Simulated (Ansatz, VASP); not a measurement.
**Ba in VASP and in Ansatz**

The input INCAR:

```
  PREC = Accurate
  ENCUT = 520
  EDIFF = 1E-7
  ISMEAR = 0
  SIGMA = 0.01
  LREAL = F
  LASPH = T
  NELM = 150
  ALGO = Fast
  ISIF = 2
  LWAVE = F
  LCHARG = F
  LNONCOLLINEAR = T
  MAGMOM = 0 0 0
  LORBIT = 11
  LSORBIT = T
  GGA_COMPAT = F
  LORBMOM = T
  GGA = PS
  IVDW = 12
  NBANDS = 21
```

The input KPOINTS:

```
regular mesh
0
Gamma
  7 7 7
```

POSCAR

```
Ba
1.0
    3.6609728428      0.0000000000      0.0000000000
    0.0000000000      3.6609728428      0.0000000000
    0.0000000000      0.0000000000      3.6609728428
Ba
1
Direct
    0.0000000000      0.0000000000      0.0000000000
```

Contents of input.yaml:

```yaml
crystal:
  lattice:
    - [3.6609728428, 0.0, 0.0]
    - [0.0, 3.6609728428, 0.0]
    - [0.0, 0.0, 3.6609728428]
  atoms:
    - { symbol: Ba, position: [0.0, 0.0, 0.0] }
kpoints:
  mp_grid: { grid: [7, 7, 7] }
scf:
  occupations: { method: gaussian, width: 0.01 }
hamiltonian:
  xc: pbesol
  dispersion: d3bj
  pseudopotentials: { kind: all_electron, lapw: { basis_error: 0.001 } }
magnetization:
  noncollinear: true
  spin_orbit: true
output:
  forces: true
  stress: true
  eigenvalues: true
```

Change from the starting cell: volume scaled by 1.02.

Alike in both runs: task single point; functional PBEsol; dispersion D3(BJ); k mesh 7 × 7 × 7; occupations gaussian, width 0.01 eV; non-collinear spin, spin-orbit coupling.

|  | VASP | Ansatz |
| --- | --- | --- |
| version | VASP 6.6.1 | Ansatz 0.2.0 |
| potentials or method | VASP PAW PBE potentials, release 64 (Ba_sv), cutoff 520 eV | all-electron LAPW, relativistic spinors |

```tsv
	VASP	Ansatz	Ansatz less VASP
pressure (GPa)	-0.2	-0.4	-0.26
net moment per atom (μB)	0.00	0.00	0.000
```

VASP's potentials were made for PBE, not for PBEsol. Ansatz ran all-electron here, and VASP with PAW potentials.
